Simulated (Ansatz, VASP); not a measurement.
**Two plane-wave programs on NbH2**

The input INCAR:

```
SYSTEM = NbH2
ALGO = Normal
EDIFF = 1E-6
ENCUT = 520
GGA = PS
ISIF = 2
ISMEAR = -1
LASPH = .True.
LCHARG = .False.
LREAL = .False.
LWAVE = .False.
NBANDS = 14
NELM = 60
PREC = Accurate
SIGMA = 0.02
```

The input KPOINTS:

```
k-points
0
Gamma
  13 13 13
  0 0 0
```

The input POSCAR:

```
NbH2
1.0
    0.0000000000      2.2815000000      2.2815000000
    2.2815000000      0.0000000000      2.2815000000
    2.2815000000      2.2815000000      0.0000000000
Nb H
1 2
Direct
    0.0000000000      0.0000000000      0.0000000000
    0.2500000000      0.2500000000      0.2500000000
    0.7500000000      0.7500000000      0.7500000000
```

Input for Ansatz:

```yaml
crystal:
  lattice:
    - [0.0, 2.2815, 2.2815]
    - [2.2815, 0.0, 2.2815]
    - [2.2815, 2.2815, 0.0]
  atoms:
    - { symbol: Nb, position: [0.0, 0.0, 0.0] }
    - { symbol: H, position: [0.25, 0.25, 0.25] }
    - { symbol: H, position: [0.75, 0.75, 0.75] }
accuracy: low
basis:
  ecutwfc: 653.073269903712
kpoints:
  mp_grid:
    grid: [13, 13, 13]
hamiltonian:
  xc: pbesol
scf:
  self_checks: high
  convergence:
    dr2_threshold: 1.0e-08
  occupations:
    method: fermi_dirac
    width: 0.02
output:
  stress: true
```

Alike in both runs: task single point; functional PBEsol; k mesh 13 × 13 × 13; occupations fermi-dirac, width 0.02 eV; no spin polarisation.

|  | VASP | Ansatz |
| --- | --- | --- |
| version | VASP 6.6.1 | Ansatz 0.2.0 |
| potentials or method | VASP PAW PBE potentials, release 64 (Nb_sv, H), cutoff 520 eV | plane waves, PAW |
| valence electrons in the cell | 15 | 15 |

VASP gave:

```
gap on the k mesh at the Fermi level (eV) : none
pressure (GPa)                            : -5.8
```

What did Ansatz give for the same quantities?

gap on the k mesh at the Fermi level (eV): none; pressure (GPa): -5.4.

VASP's potentials were made for PBE, not for PBEsol. A gap of «none» marks a metal or a gap that the smearing closes. The functional is the same, so the differences come from potentials, cutoffs and numerics. Ansatz's warnings: stress scf threshold loose.
